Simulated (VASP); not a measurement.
# BeTe2 in VASP: a series of runs, part 2 of 2

VASP 6.6.1. Earlier steps stand in the parts before.

## (3) Single point, PBE

The input, INCAR:

```
PREC     = Accurate       # precision mode
ENCUT    = 520            # plane-wave cutoff, eV
EDIFF    = 1E-6           # SCF threshold, eV
ISMEAR   = 0              # smearing method
SIGMA    = 0.2            # smearing width, eV
LREAL    = False          # projectors in reciprocal space
LASPH    = True           # aspherical terms in the spheres
NELM     = 80             # most SCF steps
ALGO     = Normal         # electronic algorithm
ISIF     = 2              # what is computed and relaxed
LWAVE    = False          # write WAVECAR
LCHARG   = False          # write CHGCAR
GGA      = PE             # functional
NBANDS   = 40             # bands
```

The input, KPOINTS:

```
regular mesh
0
Gamma
  4 4 4
```

The input, POSCAR:

```
BeTe2
1.0
   -2.3020628794     -4.9919585957      3.4028406929
   -2.3120576133      4.9944150077      3.3999992828
   -4.6072398710      0.0062676664     -6.7982687162
Be Te
4 8
Direct
    0.3751268227      0.3746953620      0.6249829339
    0.8751688479      0.8747636234      0.1249713319
    0.1248445681      0.1252712199      0.8750249196
    0.6248721095      0.6252572575      0.3750121089
    0.2120939337      0.9826095213      0.5976213710
    0.7122895186      0.4825752333      0.0976040484
    0.7675849590      0.5381348300      0.6529548094
    0.2677170304      0.0380166965      0.1529328259
    0.7323591756      0.9620048081      0.8470802041
    0.2323522960      0.4618875832      0.3470572348
    0.2877996246      0.5174109356      0.9024079217
    0.7877911138      0.0173729291      0.4023502904
```

Potentials or basis: VASP PAW PBE potentials, release 64 (Be, Te).

Command:

```console
> cat potpaw_PBE.64/Be/POTCAR potpaw_PBE.64/Te/POTCAR > POTCAR
> mpirun -np 1 vasp_std > vasp.out
```

OUTCAR:

```text
PREC = Accurate
   ENCUT = 520
   EDIFF = 1E-6
   ISMEAR = 0
   LREAL = False
   LASPH = True
   NELM = 80
   ISIF = 2
   GGA = PE

 ion  position               nearest neighbor table
   1  0.375  0.375  0.625-  10 2.49  11 2.49   7 2.49   5 2.49
   2  0.875  0.875  0.125-  12 2.49   9 2.49   8 2.49   6 2.49
   3  0.125  0.125  0.875-   5 2.49   8 2.49   9 2.49  11 2.49
   4  0.625  0.625  0.375-   7 2.49   6 2.49  12 2.49  10 2.49
   5  0.212  0.983  0.598-   3 2.49   1 2.49  12 2.91   9 3.55  10 3.56  11 3.63
   6  0.712  0.483  0.098-   4 2.49   2 2.49  11 2.91  10 3.54   9 3.56  12 3.63
   7  0.768  0.538  0.653-   4 2.49   1 2.49   9 2.91  11 3.55  12 3.56  10 3.63
   8  0.268  0.038  0.153-   3 2.49   2 2.49  10 2.91  12 3.54  11 3.56   9 3.63
   9  0.732  0.962  0.847-   2 2.49   3 2.49   7 2.91   5 3.55   6 3.56   8 3.63
  10  0.232  0.462  0.347-   1 2.49   4 2.49   8 2.91   6 3.54   5 3.56   7 3.63
  11  0.288  0.517  0.902-   1 2.49   3 2.49   6 2.91   7 3.55   8 3.56   5 3.63
  12  0.788  0.017  0.402-   2 2.49   4 2.49   5 2.91   8 3.54   7 3.56   6 3.63

  LATTYP: Found a triclinic cell.
 ALAT       =     6.4651735401
 B/A-ratio  =     1.5446420653
[... 1244 lines left out ...]
 [... further k-points ...]

------------------------ aborting loop because EDIFF is reached ----------------------------------------

  FORCE on cell =-STRESS in cart. coord.  units (eV):
  Direction    XX          YY          ZZ          XY          YZ          ZX
  --------------------------------------------------------------------------------------
  -------------------------------------------------------------------------------------
  Total       -0.0943291     -0.0135513      0.0751369      0.1185660     -0.0073945      0.0672256
  in kB       -0.4826583     -0.0693387      0.3844564      0.6066726     -0.0378357      0.3439763
  external PRESSURE =      -0.0558469 kB  Pullay stress =       0.0000000 kB

 VOLUME and BASIS-vectors are now :
 -----------------------------------------------------------------------------
  energy-cutoff  :      520.00
  volume of cell :      313.12
      direct lattice vectors                 reciprocal lattice vectors
    -2.302062879 -4.991958596  3.402840693    -0.108502283 -0.100224147  0.073440444
    -2.312057613  4.994415008  3.399999283    -0.108312782  0.100048958  0.073496659
    -4.607239871  0.006267666 -6.798268716    -0.108480467 -0.000129506 -0.073578333

 POSITION                                       TOTAL-FORCE (eV/Angst)
 -----------------------------------------------------------------------------------
     -4.60933      0.00268     -1.69834        -0.000055      0.004253     -0.001622
     -4.61297      0.00091      5.10267         0.000841      0.001346     -0.001434
     -4.60848      0.00792     -5.09791        -0.001723     -0.002700      0.000750
     -4.61190      0.00581      1.70278         0.000752     -0.002780      0.001753
     -5.51349      3.85254     -0.00020         0.013949     -0.021544      0.006956
     -3.20516     -1.14493      3.40102         0.013655     -0.015822      0.004705
     -6.01955     -1.13999      0.00267        -0.009520     -0.011466      0.000793
     -1.40880     -1.14560      0.00058        -0.008044     -0.006910      0.000444
     -7.81285      1.15405      0.00424         0.008911      0.009622     -0.001649
     -3.20178      1.14914      0.00169         0.009382      0.008517      0.000313
     -6.01643      1.15314     -3.39628        -0.014303      0.016945     -0.004957
     -3.70744     -3.84333      0.00451        -0.013845      0.020539     -0.006051
 -----------------------------------------------------------------------------------
    total drift:                               -0.000002     -0.000000     -0.000005

  FREE ENERGIE OF THE ION-ELECTRON SYSTEM (eV)
  ---------------------------------------------------
  free  energy   TOTEN  =       -41.7073780190 eV

  energy  without entropy=      -41.7001794864  energy(sigma->0) =      -41.70377875
```

OSZICAR:

```text
N       E                     dE             d eps       ncg     rms          rms(c)
DAV:   1     0.236014724507E+03    0.23601E+03   -0.20435E+04  2880   0.113E+03
DAV:   2    -0.201953394543E+02   -0.25621E+03   -0.24630E+03  3600   0.170E+02
DAV:   3    -0.420771280761E+02   -0.21882E+02   -0.21589E+02  3744   0.568E+01
DAV:   4    -0.426050579074E+02   -0.52793E+00   -0.52673E+00  3656   0.967E+00
DAV:   5    -0.426187603247E+02   -0.13702E-01   -0.13701E-01  3840   0.173E+00    0.161E+01
DAV:   6    -0.417939766364E+02    0.82478E+00   -0.15276E+00  3400   0.413E+00    0.827E+00
DAV:   7    -0.417122283604E+02    0.81748E-01   -0.83130E-01  3592   0.298E+00    0.263E+00
DAV:   8    -0.417082528355E+02    0.39755E-02   -0.87420E-02  3280   0.110E+00    0.134E+00
DAV:   9    -0.417080635260E+02    0.18931E-03   -0.46558E-03  3792   0.292E-01    0.363E-01
DAV:  10    -0.417073014433E+02    0.76208E-03   -0.43492E-03  3312   0.224E-01    0.648E-02
DAV:  11    -0.417073779099E+02   -0.76467E-04   -0.44388E-04  3424   0.829E-02    0.109E-01
DAV:  12    -0.417073780190E+02   -0.10901E-06   -0.60145E-06  3896   0.120E-02
   1 F= -.41707378E+02 E0= -.41703779E+02  d E =-.719853E-02
```

stdout:

```text
POSCAR found type information on POSCAR BeTe
 POSCAR found :  2 types and      12 ions
 scaLAPACK will be used
 LDA part: xc-table for (Slater+PW92), standard interpolation
 POSCAR, INCAR and KPOINTS ok, starting setup
 FFT: planning ... GRIDC
 FFT: planning ... GRID_SOFT
 FFT: planning ... GRID
 WAVECAR not read
 entering main loop
```

Wall time 3.2 min (1 thread of Intel Xeon 6975P-C (Granite Rapids), shared host); peak memory 0.57 GiB.

What came out:

```
Free energy            : -41.7074 eV
Pressure               : 0.0 GPa
Largest force          : 0.027 eV/Å
Band gap on the k mesh : 0.22 eV
```

Forces in eV/Å, atoms in the order of the input:
```
Be   0.000  0.004 -0.002
Be   0.001  0.001 -0.001
Be  -0.002 -0.003  0.001
Be   0.001 -0.003  0.002
Te   0.014 -0.022  0.007
Te   0.014 -0.016  0.005
Te  -0.010 -0.011  0.001
Te  -0.008 -0.007  0.000
Te   0.009  0.010 -0.002
Te   0.009  0.009  0.000
Te  -0.014  0.017 -0.005
Te  -0.014  0.021 -0.006
```

Levels at points of the mesh, in eV from the valence-band top:
```tsv
k point	band 24	band 25	band 26	band 27	band 28	band 29	band 30	band 31	band 32	band 33
(0.00, 0.00, 0.00)	-2.09	-1.65	-1.61	-1.61	-1.19	1.22	1.70	1.78	1.80	2.56
(0.50, 0.00, 0.00)	-1.84	-1.54	-1.54	-1.31	-1.31	1.05	1.05	1.82	1.82	2.93
(0.00, 0.50, 0.00)	-1.84	-1.55	-1.55	-1.31	-1.31	1.03	1.03	1.84	1.84	2.93
(0.50, 0.50, 0.00)	-1.69	-1.61	-1.61	-1.51	-1.07	0.25	0.73	1.79	1.80	2.55
(0.00, 0.00, 0.50)	-2.14	-0.92	-0.92	-0.36	-0.36	0.75	0.75	1.21	1.21	2.87
(0.50, 0.00, 0.50)	-1.79	-1.07	-1.07	-0.86	-0.02	0.64	0.66	0.67	1.37	3.34
(0.00, 0.50, 0.50)	-1.80	-1.07	-1.06	-0.87	0.00	0.62	0.66	0.67	1.39	3.35
(0.50, 0.50, 0.50)	-1.63	-1.33	-1.32	-1.11	-1.11	0.83	0.83	1.16	1.16	2.86
```

Caveat: spin-orbit coupling is left out, which moves the levels of the heavy elements. A k mesh can miss the band edges.
